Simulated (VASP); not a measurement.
# KMg2BF6 (a cell with a defect) in VASP: a series of runs

KMg2BF6 (a cell with a defect) is run at these levels: PBEsol, PBEsol+D4; tasks: single point.

Program: VASP 6.6.1. These are calculated values, not measurements. Logs are shortened: lines on timing, memory, paths and dates and some standing lists are left out, and cuts for length are marked.

**1. The cell of the first run**

The cell holds a defect, 10 atoms: a = 7.983 Å, b = 3.991 Å, c = 3.991 Å, α = 90.00°, β = 90.00°, γ = 90.00°.

**2. Single point, PBEsol**

The input, INCAR:

```
SYSTEM = KMg2BF6
PREC = Accurate
ENCUT = 520
EDIFF = 1E-6
ISMEAR = -1
SIGMA = 0.05
LREAL = .False.
LASPH = .True.
NELM = 100
ALGO = Normal
ISIF = 2
LWAVE = .False.
LCHARG = .False.
GGA = PS
NBANDS = 40
NELECT = 56.0
```

The input, KPOINTS:

```
Automatic mesh
0
Gamma
  2 2 2
  0.5 0.5 0.5
```

The input, POSCAR:

```
KMg2BF6
1.0
    7.9825440000      0.0000000000      0.0000000000
    0.0000000000      3.9912720000      0.0000000000
    0.0000000000      0.0000000000      3.9912720000
K B Mg F
1 1 2 6
Direct
    0.9958170000      0.9785320000      0.9773950000
    0.5015170000      0.0131130000      0.9958370000
    0.2522440000      0.4992350000      0.5147830000
    0.7531660000      0.4969080000      0.4757140000
    0.2521080000      0.4885840000      0.0050040000
    0.7543570000      0.5131470000      0.9996600000
    0.9992510000      0.5008450000      0.4938340000
    0.4988540000      0.5098830000      0.4974310000
    0.2526110000      0.0056930000      0.4871370000
    0.7479700000      0.0094190000      0.4995650000
```

Potentials or basis: VASP PAW PBE potentials, release 64 (K_sv, B, Mg, F).

Command:

```sh
$ cat potpaw_PBE.64/K_sv/POTCAR potpaw_PBE.64/B/POTCAR potpaw_PBE.64/Mg/POTCAR potpaw_PBE.64/F/POTCAR > POTCAR
$ mpirun -np 1 vasp_std > vasp.out
```

OUTCAR:

```text
SYSTEM = KMg2BF6
   PREC = Accurate
   ENCUT = 520
   EDIFF = 1E-6
   ISMEAR = -1
   LREAL = .False.
   LASPH = .True.
   NELM = 100
   ISIF = 2
   GGA = PS
   NELECT = 56.0

 ion  position               nearest neighbor table
   1  0.996  0.979  0.977-   6 2.68   7 2.71  10 2.75   7 2.81   5 2.83   9 2.84   7 2.84   3 3.36
                             4 3.38   4 3.38   3 3.45   4 3.46   4 3.47   3 3.53   3 3.62
   2  0.502  0.013  0.996-
   3  0.252  0.499  0.515-   5 1.96   8 1.97   9 1.97   7 2.02   9 2.02   5 2.04   1 3.36   1 3.45
                             1 3.53   1 3.62
   4  0.753  0.497  0.476-   6 1.90  10 1.95   7 1.97   8 2.03  10 2.05   6 2.09   1 3.38   1 3.38
                             1 3.46   1 3.47
   5  0.252  0.489  0.005-   3 1.96   3 2.04   1 2.83
   6  0.754  0.513  1.000-   4 1.90   4 2.09   1 2.68
   7  0.999  0.501  0.494-   4 1.97   3 2.02   1 2.71   1 2.81   1 2.84
   8  0.499  0.510  0.497-   3 1.97   4 2.03
   9  0.253  0.006  0.487-   3 1.97   3 2.02   1 2.84
  10  0.748  0.009  0.500-   4 1.95   4 2.05   1 2.75

  LATTYP: Found a simple tetragonal cell.
 ALAT       =     3.9912720000
 C/A-ratio  =     2.0000000000

  Lattice vectors:

 A1 = (   0.0000000000,   3.9912720000,   0.0000000000)
 A2 = (   0.0000000000,   0.0000000000,   3.9912720000)
 A3 = (   7.9825440000,   0.0000000000,   0.0000000000)

Analysis of symmetry for initial positions (statically):
=====================================================================
 Subroutine PRICEL returns:
 Original cell was already a primitive cell.

 Routine SETGRP: Setting up the symmetry group for a
 simple tetragonal supercell.

 Subroutine GETGRP returns: Found  1 space group operations
 (whereof  1 operations were pure point group operations)
 out of a pool of 16 trial point group operations.

The static configuration has the point symmetry C_1 .

Analysis of symmetry for dynamics (positions and initial velocities):
=====================================================================
 Subroutine PRICEL returns:
 Original cell was already a primitive cell.

 Routine SETGRP: Setting up the symmetry group for a
 simple tetragonal supercell.

 Subroutine GETGRP returns: Found  1 space group operations
 (whereof  1 operations were pure point group operations)
 out of a pool of 16 trial point group operations.

The dynamic configuration has the point symmetry C_1 .

 Subroutine INISYM returns: Found  1 space group operations
 (whereof  1 operations are pure point group operations),
 and found     1 'primitive' translations

----------------------------------------------------------------------------------------

                                     Primitive cell

  volume of cell :     127.1639

  direct lattice vectors                    reciprocal lattice vectors
     7.982544000  0.000000000  0.000000000     0.125273346  0.000000000  0.000000000
     0.000000000  3.991272000  0.000000000     0.000000000  0.250546693  0.000000000
     0.000000000  0.000000000  3.991272000     0.000000000  0.000000000  0.250546693

  length of vectors
     7.982544000  3.991272000  3.991272000     0.125273346  0.250546693  0.250546693

  position of ions in fractional coordinates (direct lattice)
     0.995817000  0.978532000  0.977395000
     0.501517000  0.013113000  0.995837000
     0.252244000  0.499235000  0.514783000
     0.753166000  0.496908000  0.475714000
     0.252108000  0.488584000  0.005004000
     0.754357000  0.513147000  0.999660000
     0.999251000  0.500845000  0.493834000
     0.498854000  0.509883000  0.497431000
     0.252611000  0.005693000  0.487137000
     0.747970000  0.009419000  0.499565000

  ion indices of the primitive-cell ions
   primitive index   ion index
                 1           1
                 2           2
                 3           3
                 4           4
                 5           5
                 6           6
                 7           7
                 8           8
                 9           9
                10          10

----------------------------------------------------------------------------------------

 KPOINTS: Automatic mesh

Automatic generation of k-mesh.
 Grid dimensions read from file:
 generate k-points for:    2    2    2

 Generating k-lattice:

  Cartesian coordinates                     Fractional coordinates (reciprocal lattice)
     0.062636673  0.000000000  0.000000000     0.500000000  0.000000000  0.000000000
     0.000000000  0.125273346  0.000000000     0.000000000  0.500000000  0.000000000
     0.000000000  0.000000000  0.125273346     0.000000000  0.000000000  0.500000000

  Length of vectors
     0.062636673  0.125273346  0.125273346

  Shift w.r.t. Gamma in fractional coordinates (k-lattice)
     0.500000000  0.500000000  0.500000000

 Subroutine IBZKPT returns following result:
 ===========================================

 Found      4 irreducible k-points:

 Following reciprocal coordinates:
            Coordinates               Weight
  0.250000  0.250000  0.250000      2.000000
  0.250000 -0.250000  0.250000      2.000000
  0.250000 -0.250000 -0.250000      2.000000
  0.250000  0.250000 -0.250000      2.000000
   k-points           NKPTS =      4   k-points in BZ     NKDIM =      4   number of bands    NBANDS=     40
   number of dos      NEDOS =    301   number of ions     NIONS =     10
   total plane-waves  NPLWV =  54000
   dimension x,y,z NGX =    60 NGY =   30 NGZ =   30
   dimension x,y,z NGXF=   120 NGYF=   60 NGZF=   60
   ions per type =               1   1   2   6
   NGX,Y,Z   is equivalent  to a cutoff of  12.50, 12.50, 12.50 a.u.
   NGXF,Y,Z  is equivalent  to a cutoff of  24.99, 24.99, 24.99 a.u.
 SYSTEM =  KMg2BF6
   PREC   = accura    normal or accurate (medium, high low for compatibility)
   ISTART =      0    job   : 0-new  1-cont  2-samecut
   ICHARG =      2    charge: 1-file 2-atom 10-const
   ISPIN  =      1    spin polarized calculation?
   LNONCOLLINEAR =      F non collinear calculations
   LSORBIT =      F    spin-orbit coupling
   LASPH  =      T    aspherical Exc in radial PAW
   ENCUT  =  520.0 eV  38.22 Ry    6.18 a.u.  14.84  7.42  7.42*2*pi/ulx,y,z
   NELM   =    100;   NELMIN=  2; NELMDL= -5     # of ELM steps
   EDIFF  = 0.1E-05   stopping-criterion for ELM
   LREAL  =      F    real-space projection
   EDIFFG = 0.1E-04   stopping-criterion for IOM
   NSW    =      0    number of steps for IOM
   IBRION =     -1    ionic relax: 0-MD 1-quasi-New 2-CG
   NFREE  =      0    steps in history (QN), initial steepest desc. (CG)
   ISIF   =      2    stress and relaxation
   ISYM   =      2    0-nonsym 1-usesym 2-fastsym
   POTIM  = 0.5000    time-step for ionic-motion
   TEBEG  =    0.0;   TEEND  =   0.0 temperature during run
   PSTRESS=    0.0 pullay stress
   NELECT =      56.0000    total number of electrons
   NUPDOWN=      -1.0000    fix difference up-down
   EMIN   =  10.00;   EMAX   =-10.00  energy-range for DOS
   EFERMI =   0.00;   METHOD = LEGACY
   ISMEAR =    -1;   SIGMA  =   0.05  broadening in eV -4-tet -1-fermi 0-gaus
   EFERMI_NEDOS =   21; number of points for ismear=-14 and -15
   IALGO  =     38    algorithm
   IMIX   =      4    mixing-type and parameters
     AMIX     =   0.40;   BMIX     =  1.00
     AMIX_MAG =   1.60;   BMIX_MAG =  1.00
  volume/ion in A,a.u.               =      12.72        85.81
  Fermi-wavevector in a.u.,A,eV,Ry     =   1.245517  2.353685 21.106875  1.551312
  Thomas-Fermi vector in A             =   2.379735
   LORBIT       =      0    0 simple, 1 ext, 2 COOP (PROOUT), +10 PAW based schemes
   GGA     = PS    functional components
   LHFCALC =     F    Hartree Fock is set to
   AEXX    =    0.0000 exact exchange contribution
   IVDW    =     0    specifies the selected vdW correction
   LEPSILON=     F    determine dielectric tensor
   LRPA    =     F    only Hartree local field effects (RPA)
 non-spin polarized calculation
  energy-cutoff  :      520.00
  volume of cell :      127.16
 maximum number of plane-waves:      3424
 NGX is ok and might be reduce to    60
   NGX = 29   NGY = 15   NGZ = 15

 number of electron      55.9999995 magnetization

 Free energy of the ion-electron system (eV)
  ---------------------------------------------------
  ext. energy  EPLUGINS =         0.00000000
  ---------------------------------------------------
  free energy    TOTEN  =       -43.28665303 eV

  energy without entropy =      -43.11298301  energy(sigma->0) =      -43.19981802

 E-fermi :  -2.7274     XC(G=0):  -9.4342

 val. band max:       -2.7836256220   @ k =   0.2500   0.2500   0.2500
 cond. band min:      -2.7059633182   @ k =   0.2500  -0.2500  -0.2500
 fundamental gap:      0.0776623038
 Fermi energy:        -2.7274113107

 k-point     1 :       0.2500    0.2500    0.2500
  band No.  band energies     occupation
      1     -26.0762      2.00000
      2     -22.3696      2.00000
      3     -22.2455      2.00000
      4     -22.0381      2.00000
      5     -21.9941      2.00000
      6     -21.9804      2.00000
[... 32 lines left out ...]
     39      11.4194      0.00000
     40      12.2073      0.00000

 k-point     2 :       0.2500   -0.2500    0.2500
  band No.  band energies     occupation
      1     -26.0763      2.00000
      2     -22.3682      2.00000
      3     -22.2470      2.00000
      4     -22.0386      2.00000
      5     -21.9936      2.00000
      6     -21.9814      2.00000
[... 32 lines left out ...]
     39      11.4064      0.00000
     40      12.2206      0.00000

 k-point     3 :       0.2500   -0.2500   -0.2500
  band No.  band energies     occupation
      1     -26.0762      2.00000
      2     -22.3680      2.00000
      3     -22.2480      2.00000
      4     -22.0370      2.00000
      5     -21.9942      2.00000
      6     -21.9805      2.00000
[... 32 lines left out ...]
     39      11.4733      0.00000
     40      12.1535      0.00000

 k-point     4 :       0.2500    0.2500   -0.2500
  band No.  band energies     occupation
      1     -26.0763      2.00000
      2     -22.3688      2.00000
      3     -22.2460      2.00000
      4     -22.0394      2.00000
      5     -21.9934      2.00000
      6     -21.9810      2.00000
[... 32 lines left out ...]
     39      11.4394      0.00000
     40      12.2115      0.00000

------------------------ aborting loop because EDIFF is reached ----------------------------------------

  FORCE on cell =-STRESS in cart. coord.  units (eV):
  Direction    XX          YY          ZZ          XY          YZ          ZX
  --------------------------------------------------------------------------------------
  -------------------------------------------------------------------------------------
  Total      -15.2176722    -13.9461721    -13.9145227      0.4622988     -0.0552404      0.2061026
  in kB     -191.7321026   -175.7120850   -175.3133238      5.8246435     -0.6959906      2.5967500
  external PRESSURE =    -180.9191705 kB  Pullay stress =       0.0000000 kB

 VOLUME and BASIS-vectors are now :
 -----------------------------------------------------------------------------
  energy-cutoff  :      520.00
  volume of cell :      127.16
      direct lattice vectors                 reciprocal lattice vectors
     7.982544000  0.000000000  0.000000000     0.125273346  0.000000000  0.000000000
     0.000000000  3.991272000  0.000000000     0.000000000  0.250546693  0.000000000
     0.000000000  0.000000000  3.991272000     0.000000000  0.000000000  0.250546693

 POSITION                                       TOTAL-FORCE (eV/Angst)
 -----------------------------------------------------------------------------------
      7.94915      3.90559      3.90105         0.148627      0.242693      0.174852
      4.00338      0.05234      3.97466        -0.025661      0.103507      0.012317
      2.01355      1.99258      2.05464        -0.235848      0.167670     -0.498015
      6.01218      1.98329      1.89870        -0.301902      0.404062      0.893639
      2.01246      1.95007      0.01997         0.602433     -0.079298      0.172812
      6.02169      2.04811      3.98991        -0.679378     -0.079414     -0.823896
      7.97657      1.99901      1.97103         0.259069     -0.044897     -0.004924
      3.98212      2.03508      1.98538         0.311286     -0.032678      0.048184
      2.01648      0.02272      1.94430         0.593848     -0.290770      0.061232
      5.97070      0.03759      1.99390        -0.672473     -0.390875     -0.036201
 -----------------------------------------------------------------------------------
    total drift:                               -0.000231      0.000663      0.001041

  FREE ENERGIE OF THE ION-ELECTRON SYSTEM (eV)
  ---------------------------------------------------
  free  energy   TOTEN  =       -43.2866530303 eV

  energy  without entropy=      -43.1129830143  energy(sigma->0) =      -43.19981802
```

It took 62 s on 1 thread of Intel Xeon Platinum 8259CL at 2.50GHz (Skylake/Cascade Lake), shared host; peak memory 0.23 GiB.

Results:

```yaml
Free_energy: -43.2867 eV
Largest_force: 1.071 eV/Å
```

Forces on the atoms (eV/Å):
```
K    0.149  0.243  0.175
B   -0.026  0.104  0.012
Mg  -0.236  0.168 -0.498
Mg  -0.302  0.404  0.894
F    0.602 -0.079  0.173
F   -0.679 -0.079 -0.824
F    0.259 -0.045 -0.005
F    0.311 -0.033  0.048
F    0.594 -0.291  0.061
F   -0.672 -0.391 -0.036
```

Levels at points of the mesh, in eV from the Fermi level:
```csv
k point,band 26,band 27,band 28,band 29,band 30,band 31
"(0.25, 0.25, 0.25)",-0.16,-0.13,-0.06,0.03,4.06,4.33
```

Caveat: the k points lie up to 0.79 Å⁻¹ apart; the cell carries a net charge on a neutralising background, which shifts energy and pressure; the cell is charged against a uniform background, so pressure and absolute levels hang on convention; the PAW data sets were made with another functional, which shifts forces and pressure a little.

(Continued in part 2 of 2.)
